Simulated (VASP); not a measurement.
# Ga3AsP2 (P1) in VASP: relaxation of cell and atoms with PBE

Aim: the relaxation of cell and atoms of Ga3AsP2 with PBE.

All numbers are computed with VASP 6.6.1; they aren't measurements. Logs are shortened: lines on timing, memory, paths and dates and some standing lists are left out, and cuts for length are marked.

### 1 The cell of the first run

The typed cell holds 12 atoms: a = 3.962 Å, b = 4.003 Å, c = 19.823 Å, α = 89.51°, β = 90.07°, γ = 120.64°.

### 2 Relaxation of cell and atoms, PBE

INCAR

```
PREC     = Accurate       # precision mode
ENCUT    = 600            # plane-wave cutoff, eV
EDIFF    = 1E-6           # SCF threshold, eV
ISMEAR   = 0              # smearing method
SIGMA    = 0.1            # smearing width, eV
LREAL    = F              # projectors in reciprocal space
LASPH    = T              # aspherical terms in the spheres
NELM     = 100            # most SCF steps
ALGO     = Normal         # electronic algorithm
ISIF     = 3              # what is computed and relaxed
LWAVE    = F              # write WAVECAR
LCHARG   = F              # write CHGCAR
GGA      = PE             # functional
IBRION   = 2              # ionic algorithm
NSW      = 80             # ionic steps
EDIFFG   = -0.025         # ionic threshold
KPAR     = 4
```

KPOINTS

```
Automatic mesh
0
Gamma
  6 6 1
```

POSCAR

```
Ga3AsP2
1.0
    3.9619458457     -0.0340832724     -0.0024518866
   -2.0104899026      3.4611846131      0.0171056259
   -0.0121289307      0.0907054374     19.8223972249
Ga P As
6 4 2
Direct
    0.3249284364      0.6642414563      0.3258048534
    0.3394720824      0.6756779018      0.6661800054
    0.3272407351      0.6479841412      0.0016218601
    0.6844750842      0.3336179663      0.1683337206
    0.6842279972      0.3494026163      0.5013839653
    0.6603107649      0.3413194952      0.8323997189
    0.3207393462      0.6378924235      0.1217069252
    0.3202540590      0.6688884753      0.7922318932
    0.6621701960      0.3296150690      0.2872585598
    0.6914838838      0.3550541660      0.6281256825
    0.3291562482      0.6616266960      0.4586194761
    0.6555411667      0.3346795933      0.9643333396
```

Potentials or basis: VASP PAW PBE potentials, release 64 (Ga_d, P, As).

Command:

```sh
cat potpaw_PBE.64/Ga_d/POTCAR potpaw_PBE.64/P/POTCAR potpaw_PBE.64/As/POTCAR > POTCAR
mpirun -np 4 vasp_std > vasp.out
```

OUTCAR:

```text
PREC = Accurate
   ENCUT = 600
   EDIFF = 1E-6
   ISMEAR = 0
   LREAL = F
   LASPH = T
   NELM = 100
   ISIF = 3
   GGA = PE
   IBRION = 2
   NSW = 80
   EDIFFG = -0.025

 ion  position               nearest neighbor table
   1  0.325  0.664  0.326-   9 2.39   9 2.41   9 2.45  11 2.63
   2  0.339  0.676  0.666-  10 2.34  10 2.45  10 2.45   8 2.50
   3  0.327  0.648  0.002-  12 2.34   7 2.38  12 2.41  12 2.47
   4  0.684  0.334  0.168-   7 2.36   9 2.36   7 2.49   7 2.58
   5  0.684  0.349  0.501-  11 2.35  11 2.46  10 2.51  11 2.52
   6  0.660  0.341  0.832-   8 2.38   8 2.44   8 2.46  12 2.62
   7  0.321  0.638  0.122-   4 2.36   3 2.38   4 2.49   4 2.58
   8  0.320  0.669  0.792-   6 2.38   6 2.44   6 2.46   2 2.50
   9  0.662  0.330  0.287-   4 2.36   1 2.39   1 2.41   1 2.45
  10  0.691  0.355  0.628-   2 2.34   2 2.45   2 2.45   5 2.51
  11  0.329  0.662  0.459-   5 2.35   5 2.46   5 2.52   1 2.63
  12  0.656  0.335  0.964-   3 2.34   3 2.41   3 2.47   6 2.62

  LATTYP: Found a triclinic cell.
 ALAT       =     4.0027691886
 B/A-ratio  =     0.9898380392
 C/A-ratio  =     4.9522237058
 COS(alpha) =     0.0012700435
 COS(beta)  =     0.0085374640
 COS(gamma) =     0.5096971381

  Lattice vectors:

 A1 = (  -2.0104899026,   3.4611846131,   0.0171056259)
 A2 = (  -3.9619458457,   0.0340832724,   0.0024518866)
 A3 = (  -0.0121289307,   0.0907054374,  19.8223972249)

Analysis of symmetry for initial positions (statically):
=====================================================================
 Subroutine PRICEL returns:
 Original cell was already a primitive cell.

 Routine SETGRP: Setting up the symmetry group for a
 triclinic supercell.

 Subroutine GETGRP returns: Found  1 space group operations
 (whereof  1 operations were pure point group operations)
 out of a pool of  2 trial point group operations.

The static configuration has the point symmetry C_1 .

Analysis of symmetry for dynamics (positions and initial velocities):
=====================================================================
 Subroutine PRICEL returns:
 Original cell was already a primitive cell.

 Routine SETGRP: Setting up the symmetry group for a
 triclinic supercell.

 Subroutine GETGRP returns: Found  1 space group operations
 (whereof  1 operations were pure point group operations)
 out of a pool of  2 trial point group operations.

The dynamic configuration has the point symmetry C_1 .

 Subroutine INISYM returns: Found  1 space group operations
 (whereof  1 operations are pure point group operations),
 and found     1 'primitive' translations

----------------------------------------------------------------------------------------

                                     Primitive cell

  volume of cell :     270.4609

  direct lattice vectors                    reciprocal lattice vectors
     3.961945846 -0.034083272 -0.002451887     0.253668513  0.147350378 -0.000519047
    -2.010489903  3.461184613  0.017105626     0.002497180  0.290375513 -0.001327203
    -0.012128931  0.090705437 19.822397225     0.000029222 -0.000232352  0.050449066

  length of vectors
     3.962093205  4.002769189 19.822608464     0.293360048  0.290389284  0.050449610

  position of ions in fractional coordinates (direct lattice)
     0.324928436  0.664241456  0.325804853
     0.339472082  0.675677902  0.666180005
     0.327240735  0.647984141  0.001621860
     0.684475084  0.333617966  0.168333721
     0.684227997  0.349402616  0.501383965
     0.660310765  0.341319495  0.832399719
     0.320739346  0.637892423  0.121706925
     0.320254059  0.668888475  0.792231893
     0.662170196  0.329615069  0.287258560
     0.691483884  0.355054166  0.628125682
     0.329156248  0.661626696  0.458619476
     0.655541167  0.334679593  0.964333340

  ion indices of the primitive-cell ions
   primitive index   ion index
                 1           1
                 2           2
                 3           3
                 4           4
                 5           5
                 6           6
                 7           7
                 8           8
                 9           9
                10          10
                11          11
                12          12

----------------------------------------------------------------------------------------

 KPOINTS: Automatic mesh

Automatic generation of k-mesh.
 Grid dimensions read from file:
 generate k-points for:    6    6    1

 Generating k-lattice:

  Cartesian coordinates                     Fractional coordinates (reciprocal lattice)
     0.042278085  0.024558396 -0.000086508     0.166666667  0.000000000  0.000000000
     0.000416197  0.048395919 -0.000221201     0.000000000  0.166666667  0.000000000
     0.000029222 -0.000232352  0.050449066     0.000000000  0.000000000  1.000000000

  Length of vectors
     0.048893341  0.048398214  0.050449610

  Shift w.r.t. Gamma in fractional coordinates (k-lattice)
     0.000000000  0.000000000  0.000000000

 Subroutine IBZKPT returns following result:
 ===========================================

 Found     20 irreducible k-points:

 Following reciprocal coordinates:
            Coordinates               Weight
  0.000000  0.000000  0.000000      1.000000
  0.166667 -0.000000 -0.000000      2.000000
  0.333333 -0.000000 -0.000000      2.000000
  0.500000 -0.000000  0.000000      1.000000
  0.000000  0.166667  0.000000      2.000000
  0.166667  0.166667 -0.000000      2.000000
[... 12 lines left out ...]
  0.333333  0.500000  0.000000      2.000000
  0.500000  0.500000  0.000000      1.000000
   k-points           NKPTS =     20   k-points in BZ     NKDIM =     20   number of bands    NBANDS=     64
   number of dos      NEDOS =    301   number of ions     NIONS =     12
   total plane-waves  NPLWV = 163840
   dimension x,y,z NGX =    32 NGY =   32 NGZ =  160
   dimension x,y,z NGXF=    64 NGYF=   64 NGZF=  320
   ions per type =               6   4   2
   NGX,Y,Z   is equivalent  to a cutoff of  13.43, 13.29, 13.42 a.u.
   NGXF,Y,Z  is equivalent  to a cutoff of  26.85, 26.58, 26.84 a.u.
 SYSTEM =  unknown system
   PREC   = accura    normal or accurate (medium, high low for compatibility)
   ISTART =      0    job   : 0-new  1-cont  2-samecut
   ICHARG =      2    charge: 1-file 2-atom 10-const
   ISPIN  =      1    spin polarized calculation?
   LNONCOLLINEAR =      F non collinear calculations
   LSORBIT =      F    spin-orbit coupling
   LASPH  =      T    aspherical Exc in radial PAW
   ENCUT  =  600.0 eV  44.10 Ry    6.64 a.u.   7.91  7.99 39.59*2*pi/ulx,y,z
   NELM   =    100;   NELMIN=  2; NELMDL= -5     # of ELM steps
   EDIFF  = 0.1E-05   stopping-criterion for ELM
   LREAL  =      F    real-space projection
   EDIFFG = -.3E-01   stopping-criterion for IOM
   NSW    =     80    number of steps for IOM
   IBRION =      2    ionic relax: 0-MD 1-quasi-New 2-CG
   NFREE  =      1    steps in history (QN), initial steepest desc. (CG)
   ISIF   =      3    stress and relaxation
   ISYM   =      2    0-nonsym 1-usesym 2-fastsym
   POTIM  = 0.5000    time-step for ionic-motion
   TEBEG  =    0.0;   TEEND  =   0.0 temperature during run
   PSTRESS=    0.0 pullay stress
   NELECT =     108.0000    total number of electrons
   NUPDOWN=      -1.0000    fix difference up-down
   EMIN   =  10.00;   EMAX   =-10.00  energy-range for DOS
   EFERMI =   0.00;   METHOD = LEGACY
   ISMEAR =     0;   SIGMA  =   0.10  broadening in eV -4-tet -1-fermi 0-gaus
   EFERMI_NEDOS =   21; number of points for ismear=-14 and -15
   IALGO  =     38    algorithm
   IMIX   =      4    mixing-type and parameters
     AMIX     =   0.40;   BMIX     =  1.00
     AMIX_MAG =   1.60;   BMIX_MAG =  1.00
  volume/ion in A,a.u.               =      22.54       152.10
  Fermi-wavevector in a.u.,A,eV,Ry     =   1.205539  2.278138 19.773674  1.453324
  Thomas-Fermi vector in A             =   2.341232
   LORBIT       =      0    0 simple, 1 ext, 2 COOP (PROOUT), +10 PAW based schemes
   GGA     = PE    functional components
   LHFCALC =     F    Hartree Fock is set to
   AEXX    =    0.0000 exact exchange contribution
   IVDW    =     0    specifies the selected vdW correction
   LEPSILON=     F    determine dielectric tensor
   LRPA    =     F    only Hartree local field effects (RPA)
 conjugate gradient relaxation of ions
 non-spin polarized calculation
 Gauss-broadening in eV      SIGMA  =   0.10
  energy-cutoff  :      600.00
  volume of cell :      270.46
 maximum number of plane-waves:      9062
   NGX = 15   NGY = 15   NGZ = 79

--------------------------------------- Ionic step        1  -------------------------------------------

 number of electron     108.0000003 magnetization

 Free energy of the ion-electron system (eV)
  ---------------------------------------------------
  ext. energy  EPLUGINS =         0.00000000
  ---------------------------------------------------
  free energy    TOTEN  =       -52.26264972 eV

  energy without entropy =      -52.26264169  energy(sigma->0) =      -52.26264571

 E-fermi :   4.3154     XC(G=0):  -9.4247

 val. band max:        4.0710898445   @ k =   0.0000   0.0000   0.0000
 cond. band min:       4.5596493625   @ k =   0.0000   0.0000   0.0000
 fundamental gap:      0.4885595179
 Fermi energy:         4.3153696138

 k-point     1 :       0.0000    0.0000    0.0000
  band No.  band energies     occupation
      1     -11.1409      2.00000
      2     -11.1131      2.00000
      3     -11.1096      2.00000
      4     -11.0487      2.00000
      5     -11.0457      2.00000
      6     -10.9008      2.00000
[... 1460 lines left out ...]
  FREE ENERGIE OF THE ION-ELECTRON SYSTEM (eV)
  ---------------------------------------------------
  free  energy   TOTEN  =       -52.6806421330 eV

  energy  without entropy=      -52.6806421310  energy(sigma->0) =      -52.68064213

[... ionic steps 4 to 17 ...]

--------------------------------------- Ionic step       18  -------------------------------------------

 number of electron     107.9999996 magnetization

------------------------ aborting loop because EDIFF is reached ----------------------------------------

  FORCE on cell =-STRESS in cart. coord.  units (eV):
  Direction    XX          YY          ZZ          XY          YZ          ZX
  --------------------------------------------------------------------------------------
  -------------------------------------------------------------------------------------
  Total       -0.0036638      0.0775028      0.0176519     -0.0216385     -0.0196211      0.0078368
  in kB       -0.0224658      0.4752295      0.1082374     -0.1326826     -0.1203121      0.0480533
  external PRESSURE =       0.1870004 kB  Pullay stress =       0.0000000 kB
[... 77 lines left out ...]
  energy  without entropy=      -52.7408410066  energy(sigma->0) =      -52.74084101

--------------------------------------- Ionic step       20  -------------------------------------------

 number of electron     107.9999995 magnetization

 Free energy of the ion-electron system (eV)
  ---------------------------------------------------
  ext. energy  EPLUGINS =         0.00000000
  ---------------------------------------------------
  free energy    TOTEN  =       -52.74116954 eV

  energy without entropy =      -52.74116954  energy(sigma->0) =      -52.74116954

 E-fermi :   4.7092     XC(G=0):  -9.5766

 val. band max:        4.2689468135   @ k =   0.0000   0.0000   0.0000
 cond. band min:       5.1406883295   @ k =   0.0000   0.0000   0.0000
 fundamental gap:      0.8717415160
 Fermi energy:         4.7091739401

 k-point     1 :       0.0000    0.0000    0.0000
  band No.  band energies     occupation
      1     -10.6662      2.00000
      2     -10.6595      2.00000
      3     -10.6279      2.00000
      4     -10.6178      2.00000
      5     -10.6080      2.00000
      6     -10.6069      2.00000
[... 1368 lines left out ...]
  FREE ENERGIE OF THE ION-ELECTRON SYSTEM (eV)
  ---------------------------------------------------
  free  energy   TOTEN  =       -52.7411695375 eV

  energy  without entropy=      -52.7411695375  energy(sigma->0) =      -52.74116954

 reached required accuracy - stopping structural energy minimisation
```

It took 35 min on 4 MPI ranks of Oxide Virtual Turin-like, shared host; peak memory 0.67 GiB.

Results:

```
Free energy                           : -52.7412 eV
Relaxed volume                        : 21.79 Å³/atom
Relaxed cell                          : a = 3.939 Å, b = 3.938 Å, c = 19.470 Å, α = 90.00°, β = 90.01°, γ = 120.01°
Space group after relaxing (to 0.1 Å) : P6_3mc (No. 186)
Energy gained by relaxing             : 39.9 meV/atom
Ionic steps                           : 20
Pressure after relaxing               : 0.0 GPa
Largest force after relaxing          : 0.024 eV/Å
Band gap on the k mesh                : 0.87 eV
```

Forces in eV/Å, atoms in the order of the input:
```
Ga   0.009  0.000 -0.013
Ga  -0.001 -0.009  0.002
Ga   0.000  0.010  0.000
Ga  -0.009  0.014 -0.013
Ga  -0.002 -0.008 -0.001
Ga   0.015 -0.006  0.014
P   -0.011  0.011  0.004
P    0.010 -0.003  0.010
P    0.002  0.004 -0.001
P   -0.015 -0.018  0.006
As  -0.007 -0.001 -0.013
As   0.009  0.006  0.005
```

The path:
| step | energy change (eV) | largest force (eV/Å) | pressure (GPa) | volume (Å³) |
| --- | --- | --- | --- | --- |
| 1 | 0.0000 | 1.5729 | -1.60 | 270.46 |
| 2 | -0.4173 | 0.5503 | 0.02 | 261.67 |
| 3 | -0.4180 | 0.5206 | 0.12 | 261.30 |
| 4 | -0.4568 | 0.2219 | 0.07 | 261.21 |
| 5 | -0.4584 | 0.2326 | 0.08 | 261.19 |
| 6 | -0.4660 | 0.1275 | -0.04 | 261.61 |
| 7 | -0.4672 | 0.1169 | -0.13 | 261.86 |
| 8 | -0.4706 | 0.1047 | 0.08 | 261.26 |
| 9 | -0.4714 | 0.1010 | 0.16 | 260.95 |
| 10 | -0.4744 | 0.0761 | -0.06 | 261.60 |
| 11 | -0.4751 | 0.0737 | -0.18 | 262.05 |
| 12 | -0.4770 | 0.0443 | 0.00 | 261.55 |
| 13 | -0.4774 | 0.0441 | 0.05 | 261.35 |
| 14 | -0.4772 | 0.0657 | 0.16 | 260.93 |
| 15 | -0.4774 | 0.0466 | 0.01 | 261.24 |
| 16 | -0.4774 | 0.0534 | 0.10 | 261.09 |
| 17 | -0.4774 | 0.0486 | 0.04 | 261.19 |
| 18 | -0.4782 | 0.0396 | 0.02 | 261.29 |
| 19 | -0.4782 | 0.0399 | 0.03 | 261.32 |
| 20 | -0.4785 | 0.0238 | -0.04 | 261.53 |

Final structure:
```
Ga P As
1.0
     3.93904    0.00009   -0.00014
    -1.96986    3.41004    0.00010
    -0.00131   -0.00014   19.47035
Ga P As
6 4 2
Direct
  0.33183 0.66403 0.33017
  0.33920 0.67531 0.66652
  0.32804 0.66051 0.00343
  0.66566 0.32490 0.16684
  0.67170 0.33842 0.50356
  0.66337 0.33682 0.82968
  0.33209 0.65822 0.12636
  0.33065 0.67058 0.78964
  0.66507 0.33015 0.29006
  0.67304 0.34214 0.62628
  0.33801 0.67100 0.45791
  0.66133 0.32793 0.95754
```

Levels at points of the mesh, in eV from the valence-band top:
```tsv
k point	band 51	band 52	band 53	band 54	band 55	band 56	band 57	band 58
(0.00, 0.00, 0.00)	-0.19	-0.17	-0.01	0.00	0.87	0.94	1.07	1.46
(0.50, 0.00, 0.00)	-1.91	-1.78	-1.54	-1.23	1.14	1.26	1.38	1.43
(0.00, 0.50, 0.00)	-1.91	-1.79	-1.55	-1.23	1.12	1.27	1.38	1.44
(0.50, 0.50, 0.00)	-1.91	-1.79	-1.54	-1.23	1.13	1.27	1.37	1.43
```

Caveat: an odd mesh through Γ misses points on the zone boundary, where band edges can lie.
